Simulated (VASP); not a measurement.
# Zr2Cl (Fd-3m) in VASP: single point with PBE

Aim: the single point of Zr2Cl with PBE.

Program: VASP 6.6.1. These are calculated values, not measurements. Logs are shortened: lines on timing, memory, paths and dates and some standing lists are left out, and cuts for length are marked.

## Step 1: The cell of the first run

Symmetry: Fd-3m, No. 227, cubic system. Conventional cell: a = 10.913 Å, b = 10.913 Å, c = 10.913 Å, α = 90.00°, β = 90.00°, γ = 90.00°. Within 3.1 Å of Zr (site symmetry -3m) lie 2 Cl at 2.36 Å. Within 3.1 Å of Cl (site symmetry -43m) lie 4 Zr at 2.36 Å.

The cell was generated, and may not be a known phase.

## Step 2: Single point, PBE, collinear spin

INCAR reads:

```
SYSTEM = Zr2Cl
  ALGO = Normal
  EDIFF = 1E-6
  ENCUT = 520
  GGA = PE
  ISIF = 2
  ISMEAR = 0
  ISPIN = 2
  LASPH = .TRUE.
  LCHARG = .TRUE.
  LELF = .TRUE.
  LMAXMIX = 4
  LORBIT = 11
  LREAL = .FALSE.
  LVHAR = .TRUE.
  LWAVE = .FALSE.
  MAGMOM = 1 1 1 1 0 0
  NBANDS = 44
  NELM = 150
  PREC = Accurate
  SIGMA = 0.1
```

KPOINTS reads:

```
k-points
0
G
  4 4 4
  0 0 0
```

POSCAR reads:

```
Zr2Cl
1.0
    0.0000000000      5.4563567201      5.4563567201
    5.4563567201      0.0000000000      5.4563567201
    5.4563567201      5.4563567201      0.0000000000
Zr Cl
4 2
Direct
    0.6250000000      0.6250000000      0.6250000000
    0.6250000000      0.6250000000      0.1250000000
    0.6250000000      0.1250000000      0.6250000000
    0.1250000000      0.6250000000      0.6250000000
    0.5000000000      0.5000000000      0.5000000000
    0.7500000000      0.7500000000      0.7500000000
```

Potentials or basis: VASP PAW PBE potentials, release 64 (Zr_sv, Cl).

Run with:

```sh
$ cat potpaw_PBE.64/Zr_sv/POTCAR potpaw_PBE.64/Cl/POTCAR > POTCAR
$ mpirun -np 1 vasp_std > vasp.out
```

OUTCAR:

```text
SYSTEM = Zr2Cl
   EDIFF = 1E-6
   ENCUT = 520
   GGA = PE
   ISIF = 2
   ISMEAR = 0
   ISPIN = 2
   LASPH = .TRUE.
   LORBIT = 11
   LREAL = .FALSE.
   NELM = 150
   PREC = Accurate

 ion  position               nearest neighbor table
   1  0.625  0.625  0.625-   5 2.36   6 2.36   4 3.86   2 3.86   3 3.86   2 3.86   3 3.86   4 3.86

   2  0.625  0.625  0.125-   5 2.36   6 2.36   1 3.86   1 3.86   3 3.86   4 3.86   3 3.86   4 3.86

   3  0.625  0.125  0.625-   5 2.36   6 2.36   1 3.86   2 3.86   1 3.86   2 3.86   4 3.86   4 3.86

   4  0.125  0.625  0.625-   5 2.36   6 2.36   1 3.86   2 3.86   3 3.86   1 3.86   2 3.86   3 3.86

   5  0.500  0.500  0.500-   1 2.36   2 2.36   3 2.36   4 2.36
   6  0.750  0.750  0.750-   1 2.36   2 2.36   3 2.36   4 2.36

  LATTYP: Found a face centered cubic cell.
 ALAT       =    10.9127134402

  Lattice vectors:

 A1 = (   0.0000000000,   5.4563567201,   5.4563567201)
 A2 = (   5.4563567201,   0.0000000000,   5.4563567201)
 A3 = (   5.4563567201,   5.4563567201,   0.0000000000)

Analysis of symmetry for initial positions (statically):
=====================================================================
 Subroutine PRICEL returns:
 Original cell was already a primitive cell.

 Routine SETGRP: Setting up the symmetry group for a
 face centered cubic supercell.

 Subroutine GETGRP returns: Found 48 space group operations
 (whereof 24 operations were pure point group operations)
 out of a pool of 48 trial point group operations.

The static configuration has the point symmetry T_d .
 The point group associated with its full space group is O_h .

Analysis of symmetry for dynamics (positions and initial velocities):
=====================================================================
 Subroutine PRICEL returns:
 Original cell was already a primitive cell.

 Routine SETGRP: Setting up the symmetry group for a
 face centered cubic supercell.

 Subroutine GETGRP returns: Found 48 space group operations
 (whereof 24 operations were pure point group operations)
 out of a pool of 48 trial point group operations.

The dynamic configuration has the point symmetry T_d .
 The point group associated with its full space group is O_h .

Analysis of structural, dynamic, and magnetic symmetry:
=====================================================================
 Subroutine PRICEL returns:
 Original cell was already a primitive cell.

 Routine SETGRP: Setting up the symmetry group for a
 face centered cubic supercell.

 Subroutine GETGRP returns: Found 48 space group operations
 (whereof 24 operations were pure point group operations)
 out of a pool of 48 trial point group operations.

The overall configuration has the point symmetry T_d .
 The point group associated with its full space group is O_h .

 Subroutine INISYM returns: Found 48 space group operations
 (whereof 24 operations are pure point group operations),
 and found     1 'primitive' translations

----------------------------------------------------------------------------------------

                                     Primitive cell

  volume of cell :     324.8914

  direct lattice vectors                    reciprocal lattice vectors
     0.000000000  5.456356720  5.456356720    -0.091636237  0.091636237  0.091636237
     5.456356720  0.000000000  5.456356720     0.091636237 -0.091636237  0.091636237
     5.456356720  5.456356720  0.000000000     0.091636237  0.091636237 -0.091636237

  length of vectors
     7.716453675  7.716453675  7.716453675     0.158718619  0.158718619  0.158718619

  position of ions in fractional coordinates (direct lattice)
     0.625000000  0.625000000  0.625000000
     0.625000000  0.625000000  0.125000000
     0.625000000  0.125000000  0.625000000
     0.125000000  0.625000000  0.625000000
     0.500000000  0.500000000  0.500000000
     0.750000000  0.750000000  0.750000000

  ion indices of the primitive-cell ions
   primitive index   ion index
                 1           1
                 2           2
                 3           3
                 4           4
                 5           5
                 6           6

----------------------------------------------------------------------------------------

 KPOINTS: k-points

Automatic generation of k-mesh.
 Grid dimensions read from file:
 generate k-points for:    4    4    4

 Generating k-lattice:

  Cartesian coordinates                     Fractional coordinates (reciprocal lattice)
    -0.022909059  0.022909059  0.022909059     0.250000000  0.000000000  0.000000000
     0.022909059 -0.022909059  0.022909059     0.000000000  0.250000000  0.000000000
     0.022909059  0.022909059 -0.022909059     0.000000000  0.000000000  0.250000000

  Length of vectors
     0.039679655  0.039679655  0.039679655

  Shift w.r.t. Gamma in fractional coordinates (k-lattice)
     0.000000000  0.000000000  0.000000000

 Subroutine IBZKPT returns following result:
 ===========================================

 Found      8 irreducible k-points:

 Following reciprocal coordinates:
            Coordinates               Weight
  0.000000  0.000000  0.000000      1.000000
  0.250000  0.000000  0.000000      8.000000
  0.500000  0.000000  0.000000      4.000000
  0.250000  0.250000  0.000000      6.000000
  0.500000  0.250000  0.000000     24.000000
 -0.250000  0.250000  0.000000     12.000000
  0.500000  0.500000  0.000000      3.000000
 -0.250000  0.500000  0.250000      6.000000
   k-points           NKPTS =      8   k-points in BZ     NKDIM =      8   number of bands    NBANDS=     44
   number of dos      NEDOS =    301   number of ions     NIONS =      6
   total plane-waves  NPLWV = 216000
   dimension x,y,z NGX =    60 NGY =   60 NGZ =   60
   dimension x,y,z NGXF=   120 NGYF=  120 NGZF=  120
   ions per type =               4   2
   NGX,Y,Z   is equivalent  to a cutoff of  12.93, 12.93, 12.93 a.u.
   NGXF,Y,Z  is equivalent  to a cutoff of  25.85, 25.85, 25.85 a.u.
 SYSTEM =  Zr2Cl
   PREC   = accura    normal or accurate (medium, high low for compatibility)
   ISTART =      0    job   : 0-new  1-cont  2-samecut
   ICHARG =      2    charge: 1-file 2-atom 10-const
   ISPIN  =      2    spin polarized calculation?
   LNONCOLLINEAR =      F non collinear calculations
   LSORBIT =      F    spin-orbit coupling
   LASPH  =      T    aspherical Exc in radial PAW
   ENCUT  =  520.0 eV  38.22 Ry    6.18 a.u.  14.35 14.35 14.35*2*pi/ulx,y,z
   NELM   =    150;   NELMIN=  2; NELMDL= -5     # of ELM steps
   EDIFF  = 0.1E-05   stopping-criterion for ELM
   LREAL  =      F    real-space projection
   EDIFFG = 0.1E-04   stopping-criterion for IOM
   NSW    =      0    number of steps for IOM
   IBRION =     -1    ionic relax: 0-MD 1-quasi-New 2-CG
   NFREE  =      0    steps in history (QN), initial steepest desc. (CG)
   ISIF   =      2    stress and relaxation
   ISYM   =      2    0-nonsym 1-usesym 2-fastsym
   POTIM  = 0.5000    time-step for ionic-motion
   TEBEG  =    0.0;   TEEND  =   0.0 temperature during run
   PSTRESS=    0.0 pullay stress
   NELECT =      62.0000    total number of electrons
   NUPDOWN=      -1.0000    fix difference up-down
   EMIN   =  10.00;   EMAX   =-10.00  energy-range for DOS
   EFERMI =   0.00;   METHOD = LEGACY
   ISMEAR =     0;   SIGMA  =   0.10  broadening in eV -4-tet -1-fermi 0-gaus
   EFERMI_NEDOS =   21; number of points for ismear=-14 and -15
   IALGO  =     38    algorithm
   IMIX   =      4    mixing-type and parameters
     AMIX     =   0.40;   BMIX     =  1.00
     AMIX_MAG =   1.60;   BMIX_MAG =  1.00
  volume/ion in A,a.u.               =      54.15       365.41
  Fermi-wavevector in a.u.,A,eV,Ry     =   0.942524  1.781113 12.086768  0.888352
  Thomas-Fermi vector in A             =   2.070142
   LORBIT       =     11    0 simple, 1 ext, 2 COOP (PROOUT), +10 PAW based schemes
   GGA     = PE    functional components
   LHFCALC =     F    Hartree Fock is set to
   AEXX    =    0.0000 exact exchange contribution
   IVDW    =     0    specifies the selected vdW correction
   LEPSILON=     F    determine dielectric tensor
   LRPA    =     F    only Hartree local field effects (RPA)
 spin polarized calculation
 Gauss-broadening in eV      SIGMA  =   0.10
  energy-cutoff  :      520.00
  volume of cell :      324.89
 maximum number of plane-waves:      8801
 NGX is ok and might be reduce to    60
   NGX = 29   NGY = 29   NGZ = 29

 number of electron      62.0000005 magnetization       0.9291827

 Free energy of the ion-electron system (eV)
  ---------------------------------------------------
  ext. energy  EPLUGINS =         0.00000000
  ---------------------------------------------------
  free energy    TOTEN  =       -28.16279219 eV

  energy without entropy =      -28.10934172  energy(sigma->0) =      -28.13606696

 E-fermi :   1.2376     XC(G=0):  -6.4456

 val. band max:        1.2361284920   @ k =   0.2500   0.2500   0.0000
 cond. band min:       1.2812282532   @ k =  -0.2500   0.2500   0.0000
 fundamental gap:      0.0450997612
 Fermi energy:         1.2375978302

 spin component 1

 k-point     1 :       0.0000    0.0000    0.0000
  band No.  band energies     occupation
      1     -48.5129      1.00000
      2     -48.5001      1.00000
      3     -48.5001      1.00000
      4     -48.5001      1.00000
      5     -26.9753      1.00000
      6     -26.6644      1.00000
[... 35 lines left out ...]
     42       3.4491      0.00000
     43       3.4511      0.00000

 k-point     2 :       0.2500    0.0000    0.0000
  band No.  band energies     occupation
      1     -48.5116      1.00000
      2     -48.5014      1.00000
      3     -48.5000      1.00000
      4     -48.5000      1.00000
      5     -26.9325      1.00000
      6     -26.6632      1.00000
[... 265 lines left out ...]
     42       2.6510      0.00000
     43       3.4727      0.00000

 k-point     8 :      -0.2500    0.5000    0.2500
  band No.  band energies     occupation
      1     -48.5065      1.00000
      2     -48.5065      1.00000
      3     -48.5000      1.00000
      4     -48.5000      1.00000
      5     -26.7675      1.00000
      6     -26.7675      1.00000
[... 35 lines left out ...]
     42       2.7454      0.00000
     43       2.8003      0.00000
 Fermi energy:         1.2375978302

 spin component 2

 k-point     1 :       0.0000    0.0000    0.0000
  band No.  band energies     occupation
      1     -48.4381      1.00000
      2     -48.4251      1.00000
      3     -48.4251      1.00000
      4     -48.4251      1.00000
      5     -26.9492      1.00000
      6     -26.5668      1.00000
[... 35 lines left out ...]
     42       3.6960      0.00000
     43       3.6978      0.00000

 k-point     2 :       0.2500    0.0000    0.0000
  band No.  band energies     occupation
      1     -48.4368      1.00000
      2     -48.4265      1.00000
      3     -48.4251      1.00000
      4     -48.4251      1.00000
      5     -26.9063      1.00000
      6     -26.5813      1.00000
[... 265 lines left out ...]
     42       2.7155      0.00000
     43       3.5679      0.00000

 k-point     8 :      -0.2500    0.5000    0.2500
  band No.  band energies     occupation
      1     -48.4316      1.00000
      2     -48.4316      1.00000
      3     -48.4251      1.00000
      4     -48.4251      1.00000
      5     -26.7389      1.00000
      6     -26.7389      1.00000
[... 35 lines left out ...]
     42       2.8214      0.00000
     43       2.8876      0.00000
 [bands above 43 left out]

------------------------ aborting loop because EDIFF is reached ----------------------------------------

  FORCE on cell =-STRESS in cart. coord.  units (eV):
  Direction    XX          YY          ZZ          XY          YZ          ZX
  --------------------------------------------------------------------------------------
  -------------------------------------------------------------------------------------
  Total        0.1617620      0.1617620      0.1617620      0.0000000      0.0000000      0.0000000
  in kB        0.7977169      0.7977169      0.7977169      0.0000000      0.0000000      0.0000000
  external PRESSURE =       0.7977169 kB  Pullay stress =       0.0000000 kB

 VOLUME and BASIS-vectors are now :
 -----------------------------------------------------------------------------
  energy-cutoff  :      520.00
  volume of cell :      324.89
      direct lattice vectors                 reciprocal lattice vectors
     0.000000000  5.456356720  5.456356720    -0.091636237  0.091636237  0.091636237
     5.456356720  0.000000000  5.456356720     0.091636237 -0.091636237  0.091636237
     5.456356720  5.456356720  0.000000000     0.091636237  0.091636237 -0.091636237

 POSITION                                       TOTAL-FORCE (eV/Angst)
 -----------------------------------------------------------------------------------
      6.82045      6.82045      6.82045        -0.000000     -0.000000      0.000000
      4.09227      4.09227      6.82045        -0.000000     -0.000000      0.000000
      4.09227      6.82045      4.09227        -0.000000     -0.000000      0.000000
      6.82045      4.09227      4.09227        -0.000000     -0.000000      0.000000
      5.45636      5.45636      5.45636         0.000000      0.000000      0.000000
      8.18454      8.18454      8.18454        -0.000000     -0.000000     -0.000000
 -----------------------------------------------------------------------------------
    total drift:                               -0.000000     -0.000000      0.000000

  FREE ENERGIE OF THE ION-ELECTRON SYSTEM (eV)
  ---------------------------------------------------
  free  energy   TOTEN  =       -28.1627921949 eV

  energy  without entropy=      -28.1093417227  energy(sigma->0) =      -28.13606696

 total charge

# of ion       s       p       d       tot
------------------------------------------
    1        2.153   5.932   1.724   9.809
    2        2.153   5.932   1.724   9.809
    3        2.153   5.932   1.724   9.809
    4        2.153   5.932   1.724   9.809
    5        1.599   3.565   0.000   5.164
    6        1.599   3.565   0.000   5.164
--------------------------------------------------
tot         11.810  30.857   6.897  49.564

 magnetization (x)

# of ion       s       p       d       tot
------------------------------------------
    1        0.004   0.001   0.111   0.116
    2        0.004   0.001   0.111   0.116
    3        0.004   0.001   0.111   0.116
    4        0.004   0.001   0.111   0.116
    5       -0.000  -0.003   0.000  -0.003
    6       -0.000  -0.003   0.000  -0.003
--------------------------------------------------
tot          0.016  -0.001   0.444   0.459
```

Wall time 7.6 min (1 thread of AMD EPYC 7R43 (Zen 3), shared host); peak memory 0.7 GiB.

What came out:

```yaml
Free_energy: -28.1628 eV
Pressure: 0.1 GPa
Net_moment: 0.93 μB per cell
Site_moments: Zr +0.12; Cl -0.00 μB
Valence_electrons_inside_the_program's_atomic_spheres: Zr 9.81; Cl 5.16
```

Levels at points of the mesh, in eV from the Fermi level:
Spin up:
```tsv
k point	band 29	band 30	band 31	band 32	band 33	band 34	band 35	band 36
(0.00, 0.00, 0.00)	-0.48	-0.48	-0.21	-0.21	-0.21	1.22	1.22	1.23
(0.50, 0.00, 0.00)	-0.22	-0.22	-0.08	0.27	0.27	0.36	0.36	0.77
(0.50, 0.50, 0.00)	-0.26	-0.26	-0.17	-0.17	0.30	0.30	0.34	0.34
```
Spin down:
```tsv
k point	band 27	band 28	band 29	band 30	band 31	band 32	band 33	band 34	band 35	band 36
(0.00, 0.00, 0.00)	-1.01	-0.38	-0.38	-0.38	-0.04	-0.04	-0.04	1.40	1.40	1.40
(0.50, 0.00, 0.00)	-0.72	-0.52	-0.11	-0.11	0.08	0.39	0.39	0.53	0.53	0.88
(0.50, 0.50, 0.00)	-0.22	-0.22	-0.13	-0.13	-0.10	-0.10	0.47	0.47	0.47	0.47
```

Caveat: a moment this small can come from the mesh or the smearing.
